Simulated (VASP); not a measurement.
Input of a VASP 6.6.1 run:

Contents of INCAR:

```
PREC     = Accurate       # precision mode
ENCUT    = 520            # plane-wave cutoff, eV
EDIFF    = 1E-6           # SCF threshold, eV
ISMEAR   = 1              # smearing method
SIGMA    = 0.1            # smearing width, eV
LREAL    = False          # projectors in reciprocal space
LASPH    = True           # aspherical terms in the spheres
NELM     = 80             # most SCF steps
ALGO     = Normal         # electronic algorithm
ISIF     = 2              # what is computed and relaxed
LWAVE    = False          # write WAVECAR
LCHARG   = False          # write CHGCAR
GGA      = PE             # functional
NBANDS   = 16             # bands
```

The input KPOINTS:

```
regular mesh
0
Gamma
  11 11 9
```

The input POSCAR:

```
TiB2
1.0
    3.1269829257      0.0000000000      0.0000000000
   -1.5634914629      2.7080423637      0.0000000000
    0.0000000000      0.0000000000      3.3326131247
Ti B
1 2
Direct
    0.0000000000      0.0000000000      0.0000000000
    0.3333333333      0.6666666667      0.5000000000
    0.6666666667      0.3333333333      0.5000000000
```

Potentials or basis: VASP PAW PBE potentials, release 64 (Ti_sv, B).

Run with:

```sh
$ cat potpaw_PBE.64/Ti_sv/POTCAR potpaw_PBE.64/B/POTCAR > POTCAR
$ mpirun -np 1 vasp_std > vasp.out
```

(1) Estimate the band gap on the k mesh.

(2) Estimate the pressure.

Results:

(1) zero (band 9 reaches 9.13 eV, above the bottom of band 10 at 8.75 eV).

(2) -19.9 GPa.
